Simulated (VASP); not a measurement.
# HfTi2Ge3 (Immm) in VASP: single point with PBE

Aim: the single point of HfTi2Ge3 with PBE.

Everything below comes from runs of VASP 6.6.1. Logs are shortened: lines on timing, memory, paths and dates and some standing lists are left out, and cuts for length are marked.

## 1. The cell of the first run

It takes space group Immm (No. 71, orthorhombic). The conventional cell has a = 3.802 Å, b = 5.297 Å, c = 10.965 Å, α = 90.00°, β = 90.00°, γ = 90.00°. Within 3.5 Å of Hf (site symmetry mmm) lie 6 Ge at 2.65 to 2.70 Å. Ti (site symmetry mm2) has 6 Ge at 2.60 to 2.65 Å within 3.4 Å. Within 3.4 Å of Ge (site symmetry mm2) lie 4 Ti at 2.60 to 2.65 Å and 2 Hf at 2.70 Å. Within 3.5 Å of Ge (site symmetry mmm) lie 4 Ti at 2.62 Å and 2 Hf at 2.65 Å.

## 2. Single point, PBE

Contents of INCAR:

```
PREC = Accurate
ENCUT = 500
EDIFF = 1E-6
ISMEAR = 0
SIGMA = 0.2
LREAL = F
LASPH = T
NELM = 120
ALGO = Normal
ISIF = 2
LWAVE = F
LCHARG = F
GGA = PE
NBANDS = 47
GGA_COMPAT = F
```

Contents of KPOINTS:

```
Automatic mesh
0
Gamma
  5 5 5
```

Contents of POSCAR:

```
HfTi2Ge3
1.0
   -1.9008917027      2.6484788360      5.4825012170
    1.9008917027     -2.6484788360      5.4825012170
    1.9008917027      2.6484788360     -5.4825012170
Hf Ti Ge
1 2 3
Direct
    0.0000000000      0.0000000000      0.0000000000
    0.6639714129      0.6639714129      0.0000000000
    0.3360285871      0.3360285871      0.0000000000
    0.8251298662      0.3251298662      0.5000000000
    0.1748701338      0.6748701338      0.5000000000
    0.5000000000      0.0000000000      0.5000000000
```

Potentials or basis: VASP PAW PBE potentials, release 64 (Hf_pv, Ti_sv, Ge_d).

Command:

```sh
cat potpaw_PBE.64/Hf_pv/POTCAR potpaw_PBE.64/Ti_sv/POTCAR potpaw_PBE.64/Ge_d/POTCAR > POTCAR
mpirun -np 1 vasp_std > vasp.out
```

OUTCAR:

```text
PREC = Accurate
   ENCUT = 500
   EDIFF = 1E-6
   ISMEAR = 0
   LREAL = F
   LASPH = T
   NELM = 120
   ISIF = 2
   GGA = PE

 ion  position               nearest neighbor table
   1  0.000  0.000  0.000-   6 2.65   6 2.65   5 2.70   5 2.70   4 2.70   4 2.70
   2  0.664  0.664  0.000-   4 2.60   4 2.60   6 2.62   6 2.62   5 2.65   5 2.65
   3  0.336  0.336  0.000-   5 2.60   5 2.60   6 2.62   6 2.62   4 2.65   4 2.65
   4  0.825  0.325  0.500-   2 2.60   2 2.60   3 2.65   3 2.65   1 2.70   1 2.70
   5  0.175  0.675  0.500-   3 2.60   3 2.60   2 2.65   2 2.65   1 2.70   1 2.70
   6  0.500  0.000  0.500-   2 2.62   3 2.62   2 2.62   3 2.62   1 2.65   1 2.65

  LATTYP: Found a body centered orthorhombic cell.
 ALAT       =     3.8017834054
 B/A-ratio  =     1.3932823381
 C/A-ratio  =     2.8841733641

  Lattice vectors:

 A1 = (  -1.9008917027,   2.6484788360,   5.4825012170)
 A2 = (   1.9008917027,  -2.6484788360,   5.4825012170)
 A3 = (   1.9008917027,   2.6484788360,  -5.4825012170)

Analysis of symmetry for initial positions (statically):
=====================================================================
 Subroutine PRICEL returns:
 Original cell was already a primitive cell.

 Routine SETGRP: Setting up the symmetry group for a
 body centered orthorhombic supercell.

 Subroutine GETGRP returns: Found  8 space group operations
 (whereof  8 operations were pure point group operations)
 out of a pool of  8 trial point group operations.

The static configuration has the point symmetry D_2h.

Analysis of symmetry for dynamics (positions and initial velocities):
=====================================================================
 Subroutine PRICEL returns:
 Original cell was already a primitive cell.

 Routine SETGRP: Setting up the symmetry group for a
 body centered orthorhombic supercell.

 Subroutine GETGRP returns: Found  8 space group operations
 (whereof  8 operations were pure point group operations)
 out of a pool of  8 trial point group operations.

The dynamic configuration has the point symmetry D_2h.

 Subroutine INISYM returns: Found  8 space group operations
 (whereof  8 operations are pure point group operations),
 and found     1 'primitive' translations

----------------------------------------------------------------------------------------

                                     Primitive cell

  volume of cell :     110.4060

  direct lattice vectors                    reciprocal lattice vectors
    -1.900891703  2.648478836  5.482501217     0.000000000  0.188787614  0.091199250
     1.900891703 -2.648478836  5.482501217     0.263034448  0.000000000  0.091199250
     1.900891703  2.648478836 -5.482501217     0.263034448  0.188787614  0.000000000

  length of vectors
     6.378530317  6.378530317  6.378530317     0.209661791  0.278396164  0.323771345

  position of ions in fractional coordinates (direct lattice)
     0.000000000  0.000000000  0.000000000
     0.663971413  0.663971413  0.000000000
     0.336028587  0.336028587  0.000000000
     0.825129866  0.325129866  0.500000000
     0.174870134  0.674870134  0.500000000
     0.500000000  0.000000000  0.500000000

  ion indices of the primitive-cell ions
   primitive index   ion index
                 1           1
                 2           2
                 3           3
                 4           4
                 5           5
                 6           6

----------------------------------------------------------------------------------------

 KPOINTS: Automatic mesh

Automatic generation of k-mesh.
 Grid dimensions read from file:
 generate k-points for:    5    5    5

 Generating k-lattice:

  Cartesian coordinates                     Fractional coordinates (reciprocal lattice)
     0.000000000  0.037757523  0.018239850     0.200000000 -0.000000000  0.000000000
     0.052606890  0.000000000  0.018239850    -0.000000000  0.200000000  0.000000000
     0.052606890  0.037757523  0.000000000     0.000000000  0.000000000  0.200000000

  Length of vectors
     0.041932358  0.055679233  0.064754269

  Shift w.r.t. Gamma in fractional coordinates (k-lattice)
     0.000000000  0.000000000  0.000000000

 Subroutine IBZKPT returns following result:
 ===========================================

 Found     27 irreducible k-points:

 Following reciprocal coordinates:
            Coordinates               Weight
  0.000000  0.000000  0.000000      1.000000
  0.200000 -0.000000  0.000000      4.000000
  0.400000 -0.000000  0.000000      4.000000
  0.000000  0.200000  0.000000      4.000000
  0.200000  0.200000  0.000000      8.000000
  0.400000  0.200000  0.000000      8.000000
[... 16 lines left out ...]
 -0.400000 -0.200000  0.200000      4.000000
 -0.200000 -0.200000  0.200000      2.000000
 [... further k-points ...]
   k-points           NKPTS =     27   k-points in BZ     NKDIM =     27   number of bands    NBANDS=     47
   number of dos      NEDOS =    301   number of ions     NIONS =      6
   total plane-waves  NPLWV = 110592
   dimension x,y,z NGX =    48 NGY =   48 NGZ =   48
   dimension x,y,z NGXF=    96 NGYF=   96 NGZF=   96
   ions per type =               1   2   3
   NGX,Y,Z   is equivalent  to a cutoff of  12.51, 12.51, 12.51 a.u.
   NGXF,Y,Z  is equivalent  to a cutoff of  25.02, 25.02, 25.02 a.u.
 SYSTEM =  unknown system
   PREC   = accura    normal or accurate (medium, high low for compatibility)
   ISTART =      0    job   : 0-new  1-cont  2-samecut
   ICHARG =      2    charge: 1-file 2-atom 10-const
   ISPIN  =      1    spin polarized calculation?
   LNONCOLLINEAR =      F non collinear calculations
   LSORBIT =      F    spin-orbit coupling
   LASPH  =      T    aspherical Exc in radial PAW
   ENCUT  =  500.0 eV  36.75 Ry    6.06 a.u.  11.63 11.63 11.63*2*pi/ulx,y,z
   NELM   =    120;   NELMIN=  2; NELMDL= -5     # of ELM steps
   EDIFF  = 0.1E-05   stopping-criterion for ELM
   LREAL  =      F    real-space projection
   EDIFFG = 0.1E-04   stopping-criterion for IOM
   NSW    =      0    number of steps for IOM
   IBRION =     -1    ionic relax: 0-MD 1-quasi-New 2-CG
   NFREE  =      0    steps in history (QN), initial steepest desc. (CG)
   ISIF   =      2    stress and relaxation
   ISYM   =      2    0-nonsym 1-usesym 2-fastsym
   POTIM  = 0.5000    time-step for ionic-motion
   TEBEG  =    0.0;   TEEND  =   0.0 temperature during run
   PSTRESS=    0.0 pullay stress
   NELECT =      76.0000    total number of electrons
   NUPDOWN=      -1.0000    fix difference up-down
   EMIN   =  10.00;   EMAX   =-10.00  energy-range for DOS
   EFERMI =   0.00;   METHOD = LEGACY
   ISMEAR =     0;   SIGMA  =   0.20  broadening in eV -4-tet -1-fermi 0-gaus
   EFERMI_NEDOS =   21; number of points for ismear=-14 and -15
   IALGO  =     38    algorithm
   IMIX   =      4    mixing-type and parameters
     AMIX     =   0.40;   BMIX     =  1.00
     AMIX_MAG =   1.60;   BMIX_MAG =  1.00
  volume/ion in A,a.u.               =      18.40       124.18
  Fermi-wavevector in a.u.,A,eV,Ry     =   1.445490  2.731580 28.428584  2.089442
  Thomas-Fermi vector in A             =   2.563666
   LORBIT       =      0    0 simple, 1 ext, 2 COOP (PROOUT), +10 PAW based schemes
   GGA     = PE    functional components
   LHFCALC =     F    Hartree Fock is set to
   AEXX    =    0.0000 exact exchange contribution
   IVDW    =     0    specifies the selected vdW correction
   LEPSILON=     F    determine dielectric tensor
   LRPA    =     F    only Hartree local field effects (RPA)
 non-spin polarized calculation
 Gauss-broadening in eV      SIGMA  =   0.20
  energy-cutoff  :      500.00
  volume of cell :      110.41
 maximum number of plane-waves:      2823
   NGX = 23   NGY = 23   NGZ = 23

 number of electron      75.9999993 magnetization

 Free energy of the ion-electron system (eV)
  ---------------------------------------------------
  ext. energy  EPLUGINS =         0.00000000
  ---------------------------------------------------
  free energy    TOTEN  =       -42.14412849 eV

  energy without entropy =      -42.11226939  energy(sigma->0) =      -42.12819894

 E-fermi :   6.8822     XC(G=0): -11.4029

 val. band max:        6.8284253609   @ k =  -0.2000  -0.2000   0.2000
 cond. band min:       6.8822627335   @ k =  -0.2000   0.4000   0.2000
 fundamental gap:      0.0538373726
 Fermi energy:         6.8822043900

 k-point     1 :       0.0000    0.0000    0.0000
  band No.  band energies     occupation
      1     -50.3375      2.00000
      2     -50.3331      2.00000
      3     -26.6277      2.00000
      4     -26.6232      2.00000
      5     -26.6049      2.00000
      6     -26.5989      2.00000
[... 39 lines left out ...]
     46       9.3068      0.00000
     47       9.5261      0.00000

 k-point     2 :       0.2000   -0.0000    0.0000
  band No.  band energies     occupation
      1     -50.3371      2.00000
      2     -50.3335      2.00000
      3     -26.6283      2.00000
      4     -26.6241      2.00000
      5     -26.6055      2.00000
      6     -26.5979      2.00000
[... 39 lines left out ...]
     46       9.2334      0.00000
     47       9.7628      0.00000

 k-point     3 :       0.4000   -0.0000    0.0000
  band No.  band energies     occupation
      1     -50.3362      2.00000
      2     -50.3343      2.00000
      3     -26.6298      2.00000
      4     -26.6247      2.00000
      5     -26.6071      2.00000
      6     -26.5953      2.00000
[... 39 lines left out ...]
     46       9.3000      0.00000
     47      10.4567      0.00000

 k-point     4 :       0.0000    0.2000    0.0000
  band No.  band energies     occupation
      1     -50.3367      2.00000
      2     -50.3330      2.00000
      3     -26.6248      2.00000
      4     -26.6205      2.00000
      5     -26.6069      2.00000
      6     -26.6062      2.00000
[... 939 lines left out ...]
     46       9.1553      0.00000
     47      10.2686      0.00000

 k-point    23 :      -0.4000   -0.2000    0.2000
  band No.  band energies     occupation
      1     -50.3365      2.00000
      2     -50.3341      2.00000
      3     -26.6301      2.00000
      4     -26.6186      2.00000
      5     -26.6058      2.00000
      6     -26.5979      2.00000
[... 39 lines left out ...]
     46       9.2627      0.00000
     47       9.7117      0.00000

 k-point    24 :      -0.2000   -0.2000    0.2000
  band No.  band energies     occupation
      1     -50.3371      2.00000
      2     -50.3335      2.00000
      3     -26.6285      2.00000
      4     -26.6205      2.00000
      5     -26.6041      2.00000
      6     -26.5989      2.00000
[... 39 lines left out ...]
     46       9.3902      0.00000
     47       9.6920      0.00000

 [... further k-points ...]
[... 5 lines left out ...]
  --------------------------------------------------------------------------------------
  -------------------------------------------------------------------------------------
  Total       -0.0229917      0.0334694     -0.0612278      0.0000000      0.0000000      0.0000000
  in kB       -0.3336482      0.4856977     -0.8885188      0.0000000      0.0000000      0.0000000
  external PRESSURE =      -0.2454897 kB  Pullay stress =       0.0000000 kB

 VOLUME and BASIS-vectors are now :
 -----------------------------------------------------------------------------
  energy-cutoff  :      500.00
  volume of cell :      110.41
      direct lattice vectors                 reciprocal lattice vectors
    -1.900891703  2.648478836  5.482501217     0.000000000  0.188787614  0.091199250
     1.900891703 -2.648478836  5.482501217     0.263034448  0.000000000  0.091199250
     1.900891703  2.648478836 -5.482501217     0.263034448  0.188787614  0.000000000

 POSITION                                       TOTAL-FORCE (eV/Angst)
 -----------------------------------------------------------------------------------
      0.00000      0.00000      0.00000         0.000000     -0.000000     -0.000000
      0.00000      0.00000      7.28045         0.000000     -0.000000     -0.005276
      0.00000      0.00000      3.68455        -0.000000      0.000000      0.005276
      0.00000      2.64848      3.56505         0.000000     -0.000000      0.012529
      1.90089      0.00000      1.91745        -0.000000      0.000000     -0.012529
      0.00000      2.64848      0.00000         0.000000     -0.000000     -0.000000
 -----------------------------------------------------------------------------------
    total drift:                               -0.000000     -0.000000      0.000000

  FREE ENERGIE OF THE ION-ELECTRON SYSTEM (eV)
  ---------------------------------------------------
  free  energy   TOTEN  =       -42.1441284915 eV

  energy  without entropy=      -42.1122693904  energy(sigma->0) =      -42.12819894
```

It took 2.2 min on 1 thread of Intel Xeon 6975P-C (Granite Rapids), shared host; peak memory 0.38 GiB.

Results:

```yaml
Free_energy: -42.1441 eV
Pressure: 0.0 GPa
Largest_force: 0.013 eV/Å
Band_gap_on_the_k_mesh: zero (band 38 reaches 7.19 eV, above the bottom of band 39 at 6.77 eV)
```

Forces in eV/Å, atoms in the order of the input:
```
Hf   0.000  0.000  0.000
Ti   0.000  0.000 -0.005
Ti   0.000  0.000  0.005
Ge   0.000  0.000  0.013
Ge   0.000  0.000 -0.013
Ge   0.000  0.000  0.000
```

Stress tensor (GPa, compression positive):
```
-0.03  0.00  0.00
 0.00  0.05  0.00
 0.00  0.00 -0.09
```

Caveat: the k points lie up to 0.41 Å⁻¹ apart; spin-orbit coupling is left out, which moves the levels of the heavy elements.
